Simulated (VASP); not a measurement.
Write the native input for VASP 6.6.1 that does the following.

* Task: single point
* Functional: PBE
* Potentials or basis: VASP PAW PBE potentials, release 64 (Cd, Se)
* Cutoff: 520 eV
* k mesh: 4 × 4 × 4
* Occupations: gaussian, width 0.01 eV
* Spin: no spin polarisation
* Dipole correction: no
* Further INCAR settings: ALGO = Normal; EDIFF = 1e-07; NBANDS = 16

The structure of CdSe lies in POSCAR:

```
CdSe
1.0
    0.1550082785      3.1000780041      3.1000780041
    3.1000780041      0.1550082785      3.1000780041
    3.1000780041      3.1000780041      0.1550082785
Cd Se
1 1
Direct
    0.0054831568      0.0054831568      0.0054831568
    0.2445168432      0.2445168432      0.2445168432
```

This cell differs from its parent crystal: epitaxial 111 strain -4.0%.

One way to write it, as run:

INCAR

```
PREC = Accurate
ENCUT = 520
EDIFF = 1E-7
ISMEAR = 0
SIGMA = 0.01
LREAL = False
LASPH = True
NELM = 60
ALGO = Normal
ISIF = 2
LWAVE = False
LCHARG = False
GGA = PE
NBANDS = 16
```

KPOINTS

```
regular mesh
0
Gamma
  4 4 4
```

Potentials or basis: VASP PAW PBE potentials, release 64 (Cd, Se).

The run is started by

```bash
$ cat potpaw_PBE.64/Cd/POTCAR potpaw_PBE.64/Se/POTCAR > POTCAR
$ mpirun -np 1 vasp_std > vasp.out
```

Results of the run:

```json
{"Pressure": "4.4 GPa", "Band gap on the k mesh": "0.43 eV, direct"}
```

Caveat: the k points lie up to 0.46 Å⁻¹ apart; the cell differs from its parent crystal (epitaxial 111 strain -4.0%).

It took 16 s on 1 thread of Intel(R) Xeon(R) 6975P-C (Granite Rapids), on a shared host, peak memory 0.2 GiB.
